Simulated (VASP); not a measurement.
# V2N3 (P-3m1) in VASP: further runs

Runs on V2N3. Level: PBEsol. Tasks: relaxation of shape and atoms at fixed volume, relaxation of cell and atoms.

Program: VASP 6.6.1. These are calculated values, not measurements. Logs are shortened: lines on timing, memory, paths and dates and some standing lists are left out, and cuts for length are marked.

## Step 1: The cell of the first run

Symmetry: P-3m1, No. 164, trigonal system. Conventional cell: a = 2.718 Å, b = 2.718 Å, c = 6.094 Å, α = 90.00°, β = 90.00°, γ = 120.00°. Within 2.6 Å of V (site symmetry 3m) lie 6 N at 1.97 to 1.98 Å. N (site symmetry -3m) has 6 V at 1.98 Å and 2 N at 2.39 Å within 2.6 Å. N (site symmetry 3m) has 1 N at 1.31 Å within 1.8 Å.

## Step 2: Relaxation of shape and atoms at fixed volume, PBEsol (7.80 Å³/atom)

The input, INCAR:

```
SYSTEM = V2N3
ALGO = Normal
EDIFF = 1E-6
EDIFFG = -0.01
ENCUT = 600
GGA = PS
IBRION = 2
ISIF = 4
ISMEAR = 0
LASPH = .TRUE.
LCHARG = .FALSE.
LREAL = .FALSE.
LWAVE = .FALSE.
NELM = 100
NSW = 50
PREC = Accurate
SIGMA = 0.1
```

The input, KPOINTS:

```
k-points
0
G
  12 12 6
  0 0 0
```

The input, POSCAR:

```
V2N3
1.0
    2.7175950840      0.0000000000      0.0000000000
   -1.3587975420      2.3535063799      0.0000000000
    0.0000000000      0.0000000000      6.0942127214
V N
2 3
Direct
    0.6666666667      0.3333333333      0.3021995846
    0.3333333333      0.6666666667      0.6978004154
    0.0000000000      0.0000000000      0.5000000000
    0.0000000000      0.0000000000      0.1075313384
    0.0000000000      0.0000000000      0.8924686616
```

Potentials or basis: VASP PAW PBE potentials, release 64 (V_sv, N).

Command:

```sh
> cat potpaw_PBE.64/V_sv/POTCAR potpaw_PBE.64/N/POTCAR > POTCAR
> mpirun -np 1 vasp_std > vasp.out
```

OUTCAR:

```text
SYSTEM = V2N3
   EDIFF = 1E-6
   EDIFFG = -0.01
   ENCUT = 600
   GGA = PS
   IBRION = 2
   ISIF = 4
   ISMEAR = 0
   LASPH = .TRUE.
   LREAL = .FALSE.
   NELM = 100
   NSW = 50
   PREC = Accurate

 ion  position               nearest neighbor table
   1  0.667  0.333  0.302-   4 1.97   4 1.97   4 1.97   3 1.98   3 1.98   3 1.98   2 2.88   2 2.88
                             2 2.88
   2  0.333  0.667  0.698-   5 1.97   5 1.97   5 1.97   3 1.98   3 1.98   3 1.98   1 2.88   1 2.88
                             1 2.88
   3  0.000  0.000  0.500-   1 1.98   2 1.98   2 1.98   1 1.98   1 1.98   2 1.98
   4  0.000  0.000  0.108-   5 1.31   1 1.97   1 1.97   1 1.97
   5  0.000  0.000  0.892-   4 1.31   2 1.97   2 1.97   2 1.97

  LATTYP: Found a hexagonal cell.
 ALAT       =     2.7175950840
 C/A-ratio  =     2.2425021142

  Lattice vectors:

 A1 = (   2.7175950840,   0.0000000000,   0.0000000000)
 A2 = (  -1.3587975420,   2.3535063799,   0.0000000000)
 A3 = (   0.0000000000,   0.0000000000,   6.0942127214)

Analysis of symmetry for initial positions (statically):
=====================================================================
 Subroutine PRICEL returns:
 Original cell was already a primitive cell.

 Routine SETGRP: Setting up the symmetry group for a
 hexagonal supercell.

 Subroutine GETGRP returns: Found 12 space group operations
 (whereof 12 operations were pure point group operations)
 out of a pool of 24 trial point group operations.

The static configuration has the point symmetry D_3d.

Analysis of symmetry for dynamics (positions and initial velocities):
=====================================================================
 Subroutine PRICEL returns:
 Original cell was already a primitive cell.

 Routine SETGRP: Setting up the symmetry group for a
 hexagonal supercell.

 Subroutine GETGRP returns: Found 12 space group operations
 (whereof 12 operations were pure point group operations)
 out of a pool of 24 trial point group operations.

The dynamic configuration has the point symmetry D_3d.

 Subroutine INISYM returns: Found 12 space group operations
 (whereof 12 operations are pure point group operations),
 and found     1 'primitive' translations

----------------------------------------------------------------------------------------

                                     Primitive cell

  volume of cell :      38.9778

  direct lattice vectors                    reciprocal lattice vectors
     2.717595084  0.000000000  0.000000000     0.367972405  0.212448967  0.000000000
    -1.358797542  2.353506380  0.000000000     0.000000000  0.424897935  0.000000000
     0.000000000  0.000000000  6.094212721     0.000000000  0.000000000  0.164090104

  length of vectors
     2.717595084  2.717595084  6.094212721     0.424897935  0.424897935  0.164090104

  position of ions in fractional coordinates (direct lattice)
     0.666666667  0.333333333  0.302199585
     0.333333333  0.666666667  0.697800415
     0.000000000  0.000000000  0.500000000
     0.000000000  0.000000000  0.107531338
     0.000000000  0.000000000  0.892468662

  ion indices of the primitive-cell ions
   primitive index   ion index
                 1           1
                 2           2
                 3           3
                 4           4
                 5           5

----------------------------------------------------------------------------------------

 KPOINTS: k-points

Automatic generation of k-mesh.
 Grid dimensions read from file:
 generate k-points for:   12   12    6

 Generating k-lattice:

  Cartesian coordinates                     Fractional coordinates (reciprocal lattice)
     0.030664367  0.017704081  0.000000000     0.083333333  0.000000000  0.000000000
     0.000000000  0.035408161  0.000000000     0.000000000  0.083333333  0.000000000
     0.000000000  0.000000000  0.027348351     0.000000000  0.000000000  0.166666667

  Length of vectors
     0.035408161  0.035408161  0.027348351

  Shift w.r.t. Gamma in fractional coordinates (k-lattice)
     0.000000000  0.000000000  0.000000000

 Subroutine IBZKPT returns following result:
 ===========================================

 Found    100 irreducible k-points:

 Following reciprocal coordinates:
            Coordinates               Weight
  0.000000  0.000000  0.000000      1.000000
  0.083333 -0.000000  0.000000      6.000000
  0.166667 -0.000000  0.000000      6.000000
  0.250000 -0.000000  0.000000      6.000000
  0.333333 -0.000000  0.000000      6.000000
  0.416667  0.000000  0.000000      6.000000
[... 16 lines left out ...]
  0.166667 -0.000000  0.166667      6.000000
  0.000000  0.166667  0.166667      6.000000
 [... further k-points ...]
   k-points           NKPTS =    100   k-points in BZ     NKDIM =    100   number of bands    NBANDS=     24
   number of dos      NEDOS =    301   number of ions     NIONS =      5
   total plane-waves  NPLWV =  28800
[... 64 lines left out ...]

  energy without entropy =      -49.70855016  energy(sigma->0) =      -49.71282539

------------------------ aborting loop because EDIFF is reached ----------------------------------------

  FORCE on cell =-STRESS in cart. coord.  units (eV):
  Direction    XX          YY          ZZ          XY          YZ          ZX
  --------------------------------------------------------------------------------------
  -------------------------------------------------------------------------------------
  Total        5.3973788      5.3973788      6.8158685      0.0000000      0.0000000     -0.0000000
  in kB      221.8583305    221.8583305    280.1651071      0.0000000      0.0000000     -0.0000000
  external PRESSURE =     241.2939227 kB  Pullay stress =       0.0000000 kB

 VOLUME and BASIS-vectors are now :
 -----------------------------------------------------------------------------
  energy-cutoff  :      600.00
  volume of cell :       38.98
      direct lattice vectors                 reciprocal lattice vectors
     2.717595084  0.000000000  0.000000000     0.367972405  0.212448967  0.000000000
    -1.358797542  2.353506380  0.000000000     0.000000000  0.424897935  0.000000000
     0.000000000  0.000000000  6.094212721     0.000000000  0.000000000  0.164090104
[... 196 lines left out ...]
 POSITION                                       TOTAL-FORCE (eV/Angst)
 -----------------------------------------------------------------------------------
      1.35582      0.78278      1.84941         0.000000      0.000000      0.023103
     -0.00000      1.56556      4.27164        -0.000000     -0.000000     -0.023103
      0.00000      0.00000      3.06053         0.000000      0.000000      0.000000
      2.71163     -0.00000      0.65883         0.000000      0.000000      0.022253
      0.00000      0.00000      5.46222        -0.000000     -0.000000     -0.022253
 -----------------------------------------------------------------------------------
    total drift:                               -0.000000      0.000000     -0.000000

  FREE ENERGIE OF THE ION-ELECTRON SYSTEM (eV)
  ---------------------------------------------------
  free  energy   TOTEN  =       -49.7204574506 eV

  energy  without entropy=      -49.7121167468  energy(sigma->0) =      -49.71628710

--------------------------------------- Ionic step        7  -------------------------------------------

 number of electron      41.0000007 magnetization

 Free energy of the ion-electron system (eV)
  ---------------------------------------------------
  ext. energy  EPLUGINS =         0.00000000
  ---------------------------------------------------
  free energy    TOTEN  =       -49.72047557 eV

  energy without entropy =      -49.71215540  energy(sigma->0) =      -49.71631549

 E-fermi :  11.1720     XC(G=0): -13.9679

 val. band max:       11.1329565439   @ k =   0.0833  -0.0000   0.3333
 cond. band min:      11.1816790444   @ k =   0.3333   0.0833   0.1667
 fundamental gap:      0.0487225005
 Fermi energy:        11.1720475530

 k-point     1 :       0.0000    0.0000    0.0000
  band No.  band energies     occupation
      1     -53.1885      2.00000
      2     -53.1401      2.00000
      3     -27.3512      2.00000
      4     -26.9834      2.00000
      5     -26.8735      2.00000
      6     -26.8735      2.00000
[... 16 lines left out ...]
     23      12.3381      0.00000
     24      13.4808      0.00000
[... 598 lines left out ...]
      2     -53.1132      2.00000
      3     -27.2928      2.00000
      4     -27.0796      2.00000
      5     -27.0364      2.00000
      6     -26.9523      2.00000
[... 16 lines left out ...]
     23      13.0061      0.00000
     24      13.2341      0.00000

 [... further k-points ...]

------------------------ aborting loop because EDIFF is reached ----------------------------------------

  FORCE on cell =-STRESS in cart. coord.  units (eV):
  Direction    XX          YY          ZZ          XY          YZ          ZX
  --------------------------------------------------------------------------------------
  -------------------------------------------------------------------------------------
  Total        5.6711245      5.6711245      5.6939743     -0.0000000     -0.0000000      0.0000000
  in kB      233.1106018    233.1106018    234.0498394     -0.0000000     -0.0000000      0.0000000
  external PRESSURE =     233.4236810 kB  Pullay stress =       0.0000000 kB

 VOLUME and BASIS-vectors are now :
 -----------------------------------------------------------------------------
  energy-cutoff  :      600.00
  volume of cell :       38.98
      direct lattice vectors                 reciprocal lattice vectors
     2.711690934 -0.000000000  0.000000000     0.368773590  0.212911531 -0.000000000
    -1.355845467  2.348393236 -0.000000000     0.000000000  0.425823063 -0.000000000
     0.000000000  0.000000000  6.120779404    -0.000000000  0.000000000  0.163377886

 POSITION                                       TOTAL-FORCE (eV/Angst)
 -----------------------------------------------------------------------------------
      1.35585      0.78280      1.84994        -0.000000     -0.000000     -0.003089
     -0.00000      1.56560      4.27084         0.000000      0.000000      0.003089
      0.00000      0.00000      3.06039         0.000000      0.000000     -0.000000
      0.00000      0.00000      0.65902         0.000000      0.000000      0.009079
      0.00000      0.00000      5.46176        -0.000000     -0.000000     -0.009079
 -----------------------------------------------------------------------------------
    total drift:                                0.000000     -0.000000     -0.000000

  FREE ENERGIE OF THE ION-ELECTRON SYSTEM (eV)
  ---------------------------------------------------
  free  energy   TOTEN  =       -49.7204755728 eV

  energy  without entropy=      -49.7121554022  energy(sigma->0) =      -49.71631549

 reached required accuracy - stopping structural energy minimisation
```

It took 8.5 min on 1 thread of Intel Xeon 8259CL, shared host; peak memory 0.25 GiB.

What came out:

| Item | Value |
| --- | --- |
| Free energy | -49.7205 eV |
| Energy gained by relaxing | 0.7 meV/atom |
| Ionic steps | 7 |
| Pressure after relaxing | 23.3 GPa |
| Largest force after relaxing | 0.009 eV/Å |
| Band gap on the k mesh | zero (an odd number of electrons rules out a gap without spin polarisation) |

Forces in eV/Å, atoms in the order of the input:
```
V    0.000  0.000 -0.003
V    0.000  0.000  0.003
N    0.000  0.000  0.000
N    0.000  0.000  0.009
N    0.000  0.000 -0.009
```

The path:
| step | energy change (eV) | largest force (eV/Å) | pressure (GPa) | volume (Å³) |
| --- | --- | --- | --- | --- |
| 1 | 0.0000 | 0.2568 | 24.13 | 38.98 |
| 2 | 0.0144 | 1.0337 | 22.20 | 38.98 |
| 3 | -0.0027 | 0.1432 | 23.54 | 38.98 |
| 4 | -0.0029 | 0.1003 | 23.14 | 38.98 |
| 5 | -0.0033 | 0.0438 | 23.31 | 38.98 |
| 6 | -0.0034 | 0.0231 | 23.41 | 38.98 |
| 7 | -0.0034 | 0.0091 | 23.34 | 38.98 |

Final structure:
```xyz
5
Lattice="2.7117 0.0000 0.0000 -1.3558 2.3484 0.0000 0.0000 0.0000 6.1208" Properties=species:S:1:pos:R:3 pbc="T T T"
V     1.3558    0.7828    1.8499
V     0.0000    1.5656    4.2708
N     0.0000    0.0000    3.0604
N     0.0000    0.0000    0.6590
N     0.0000    0.0000    5.4618
```

Caveat: the PAW data sets were made with another functional, which shifts forces and pressure a little; the run has no spin polarisation, though such a crystal can be magnetic.

## Step 3: Relaxation of shape and atoms at fixed volume, PBEsol (8.04 Å³/atom)

This run uses another cell than the first one, of 8.04 Å³/atom.

The input, INCAR:

```
PREC = Accurate ; ENCUT = 600
EDIFF = 1E-7 ; ISMEAR = 0
SIGMA = 0.1 ; LREAL = F
LASPH = T ; NELM = 80
ALGO = Normal ; ISIF = 4
LWAVE = F ; LCHARG = F
GGA = PS ; IBRION = 2
NSW = 50 ; EDIFFG = -0.01
```

The input, KPOINTS:

```
Automatic mesh
0
Gamma
  12 12 6
```

The input, POSCAR:

```
V2N3
1.0
    2.7517064322      0.0000000000      0.0000000000
   -1.3758532161      2.3830476740      0.0000000000
    0.0000000000      0.0000000000      6.1337601344
V N
2 3
Direct
    0.6666666667      0.3333333333      0.3021155178
    0.3333333333      0.6666666667      0.6978844822
    0.0000000000      0.0000000000      0.5000000000
    0.0000000000      0.0000000000      0.1074399109
    0.0000000000      0.0000000000      0.8925600891
```

Potentials or basis: VASP PAW PBE potentials, release 64 (V_sv, N).

Command:

```sh
> cat potpaw_PBE.64/V_sv/POTCAR potpaw_PBE.64/N/POTCAR > POTCAR
> mpirun -np 1 vasp_std > vasp.out
```

It took 11 min on 1 thread of Intel Xeon 8259CL, shared host; peak memory 0.25 GiB.

Results (log left out):

```yaml
Free_energy: -49.8558 eV
Energy_gained_by_relaxing: 0.7 meV/atom
Ionic_steps: 7
Pressure_after_relaxing: 11.0 GPa
Largest_force_after_relaxing: 0.007 eV/Å
Band_gap_on_the_k_mesh: zero (an odd number of electrons rules out a gap without spin polarisation)
```

Forces in eV/Å, atoms in the order of the input:
```
V    0.000  0.000 -0.001
V    0.000  0.000  0.001
N    0.000  0.000  0.000
N    0.000  0.000  0.007
N    0.000  0.000 -0.007
```

Step by step:
```csv
step,energy change (eV),largest force (eV/Å),pressure (GPa),volume (Å³)
1,0.0000,0.2650,11.73,40.22
2,0.0130,0.9508,9.94,40.22
3,-0.0027,0.1252,11.14,40.22
4,-0.0030,0.0715,10.86,40.22
5,-0.0033,0.0366,10.98,40.22
6,-0.0033,0.0168,11.00,40.22
7,-0.0033,0.0072,10.98,40.22
```

Final structure:
```cif
data_structure
_symmetry_space_group_name_H-M 'P 1'
_symmetry_Int_Tables_number 1
_cell_length_a 2.7458
_cell_length_b 2.7458
_cell_length_c 6.1600
_cell_angle_alpha 90.000
_cell_angle_beta 90.000
_cell_angle_gamma 120.000
_cell_volume 40.22
loop_
_atom_site_label
_atom_site_type_symbol
_atom_site_fract_x
_atom_site_fract_y
_atom_site_fract_z
_atom_site_occupancy
V1 V 0.66667 0.33333 0.30216 1
V2 V 0.33333 0.66667 0.69784 1
N1 N 0.00000 0.00000 0.50000 1
N2 N 0.00000 0.00000 0.10764 1
N3 N 0.00000 0.00000 0.89236 1
```

Levels at points of the mesh, in eV from the Fermi level:
```
           k point  band 17  band 18  band 19  band 20  band 21  band 22  band 23  band 24
(0.00, 0.00, 0.00)    -3.67    -2.11    -2.11    -0.66     0.44     0.44     1.14     2.20
(0.50, 0.00, 0.00)    -3.87    -3.51    -1.40    -1.34     0.24     1.99     2.20     2.65
(0.00, 0.00, 0.50)    -3.50    -1.60    -1.21    -1.21     0.22     0.22     1.15     1.41
(0.50, 0.00, 0.50)    -4.86    -2.43    -1.90    -0.59     0.31     1.90     2.47     2.62
```

Caveat: the PAW data sets were made with another functional, which shifts forces and pressure a little; the run has no spin polarisation, though such a crystal can be magnetic. With open d or f shells a metallic result of PBEsol can be an artefact of self-interaction; +U or a hybrid may open a gap.

## Step 4: Relaxation of cell and atoms, PBEsol

This run uses another cell than the first one, of 8.30 Å³/atom.

The input, INCAR:

```
PREC = Accurate ; ENCUT = 600
EDIFF = 1E-7 ; ISMEAR = 0
SIGMA = 0.1 ; LREAL = F
LASPH = T ; NELM = 60
ALGO = Normal ; ISIF = 3
LWAVE = F ; LCHARG = F
GGA = PS ; IBRION = 2
NSW = 100 ; EDIFFG = -0.005
```

KPOINTS is that of step 3.

The input, POSCAR:

```
V2N3
1.0
    2.7803734333      0.0000000000      0.0000000000
   -1.3901867167      2.4078740252      0.0000000000
    0.0000000000      0.0000000000      6.1979245486
V N
2 3
Direct
    0.6666666667      0.3333333333      0.3020533518
    0.3333333333      0.6666666667      0.6979466482
    0.0000000000      0.0000000000      0.5000000000
    0.0000000000      0.0000000000      0.1074274133
    0.0000000000      0.0000000000      0.8925725867
```

Command:

```sh
> cat potpaw_PBE.64/V_sv/POTCAR potpaw_PBE.64/N/POTCAR > POTCAR
> mpirun -np 1 vasp_std > vasp.out
```

Wall time 6.7 min (1 thread of Intel Xeon 8259CL, shared host); peak memory 0.26 GiB.

It converged, with:

```yaml
Free_energy: -49.9027 eV
Relaxed_volume: 8.30 Å³/atom
Relaxed_cell: a = 2.781 Å, b = 2.781 Å, c = 6.201 Å, α = 90.00°, β = 90.00°, γ = 120.00°
Space_group_after_relaxing_to_0.1_Å: P-3m1 (No. 164)
Energy_gained_by_relaxing: 0.0 meV/atom
Ionic_steps: 3
Pressure_after_relaxing: 0.0 GPa
Largest_force_after_relaxing: 0.003 eV/Å
Band_gap_on_the_k_mesh: zero (an odd number of electrons rules out a gap without spin polarisation)
```

Forces on the atoms (eV/Å):
```
V    0.000  0.000  0.002
V    0.000  0.000 -0.002
N    0.000  0.000  0.000
N    0.000  0.000 -0.003
N    0.000  0.000  0.003
```

Step by step:
| step | energy change (eV) | largest force (eV/Å) | pressure (GPa) | volume (Å³) |
| --- | --- | --- | --- | --- |
| 1 | 0.0000 | 0.0718 | 0.32 | 41.49 |
| 2 | 0.0008 | 0.2145 | -0.77 | 41.59 |
| 3 | -0.0001 | 0.0030 | 0.04 | 41.52 |

Final structure:
```yaml
crystal:
  lattice:
    - [2.78064, 0.00000, 0.00000]
    - [-1.39032, 2.40810, 0.00000]
    - [0.00000, 0.00000, 6.20056]
  atoms:
    - { symbol: V, position: [0.66667, 0.33333, 0.30206] }
    - { symbol: V, position: [0.33333, 0.66667, 0.69794] }
    - { symbol: N, position: [0.00000, 0.00000, 0.50000] }
    - { symbol: N, position: [0.00000, 0.00000, 0.10757] }
    - { symbol: N, position: [0.00000, 0.00000, 0.89243] }
```

Levels at points of the mesh, in eV from the Fermi level:
```csv
k point,band 17,band 18,band 19,band 20,band 21,band 22,band 23,band 24
"(0.00, 0.00, 0.00)",-3.62,-2.06,-2.06,-0.62,0.40,0.40,1.10,2.10
"(0.50, 0.00, 0.00)",-3.84,-3.41,-1.37,-1.28,0.24,1.85,2.07,2.48
"(0.00, 0.00, 0.50)",-3.42,-1.51,-1.20,-1.20,0.20,0.20,1.11,1.33
"(0.50, 0.00, 0.50)",-4.75,-2.34,-1.85,-0.62,0.31,1.77,2.32,2.47
```

Caveat: the PAW data sets were made with another functional, which shifts forces and pressure a little; the run has no spin polarisation, though such a crystal can be magnetic. With open d or f shells a metallic result of PBEsol can be an artefact of self-interaction; +U or a hybrid may open a gap.

## Step 5: Overview

| task | cell | gap on the mesh (eV) | pressure (GPa) | largest force (eV/Å) |
| --- | --- | --- | --- | --- |
| relaxation of shape and atoms at fixed volume | relaxed from a = 2.718, b = 2.718, c = 6.094 Å, angles 90.0, 90.0, 120.0°, 5 atoms | none | 23.3 | 0.01 |
| relaxation of shape and atoms at fixed volume | relaxed from a = 2.752, b = 2.752, c = 6.134 Å, angles 90.0, 90.0, 120.0°, 5 atoms | none | 11.0 | 0.01 |
| relaxation of cell and atoms | relaxed from a = 2.780, b = 2.780, c = 6.198 Å, angles 90.0, 90.0, 120.0°, 5 atoms | none | 0.0 | - |

Alike in all rows: level PBEsol; potentials or basis VASP PAW PBE potentials, release 64 (V_sv, N); no spin polarisation; k mesh 12 × 12 × 6; cutoff (eV) 600; smearing gaussian 0.1 eV.

Caveats: the PAW data sets were made with another functional, which shifts forces and pressure a little; the run has no spin polarisation, though such a crystal can be magnetic.

Total energies depend on the potentials used, so only differences within one code and one set of settings carry meaning.
